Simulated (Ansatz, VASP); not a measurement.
WSe2: VASP beside Ansatz

```
CELL_PARAMETERS angstrom
3.23367 0.00000 0.00000
-1.61684 2.80044 0.00000
0.00000 0.00000 13.28019
ATOMIC_POSITIONS crystal
W 0.33333 0.66667 0.25000
W 0.66667 0.33333 0.75000
Se 0.66667 0.33333 0.37725
Se 0.66667 0.33333 0.12275
Se 0.33333 0.66667 0.87725
Se 0.33333 0.66667 0.62275
```

Change from the starting cell: epitaxial_xy strain -2.0%.

Alike in both runs: task single point; functional r2SCAN; k mesh 12 × 12 × 2; no spin polarisation.

```csv
,VASP,Ansatz
version,VASP 6.6.1,Ansatz 0.2.0
potentials or method,"VASP PAW PBE potentials, release 64 (W_sv, Se)","plane waves, PAW"
plane-wave cutoff (eV),520,500
occupations,"gaussian, width 0.01 eV",fixed
valence electrons in the cell,52,92
```

```tsv
	VASP	Ansatz	Ansatz less VASP
gap on the k mesh at the Fermi level (eV)	1.24	1.25	+0.004
pressure (GPa)	5.2	4.8	-0.38
traceless stress, the component that is largest in VASP (GPa)	-3.53	-3.58	-0.048
rms of the force components (eV/Å)	0.006	0.017	+0.0114
```

VASP's potentials were made for PBE, not for r2SCAN. Atom by atom the forces differ by 0.023 eV/Å (rms over components). VASP's potentials hold 52 valence electrons a cell and Ansatz's 92, so a difference there can come from the potentials and not from the codes.

Spin-orbit coupling is off throughout.
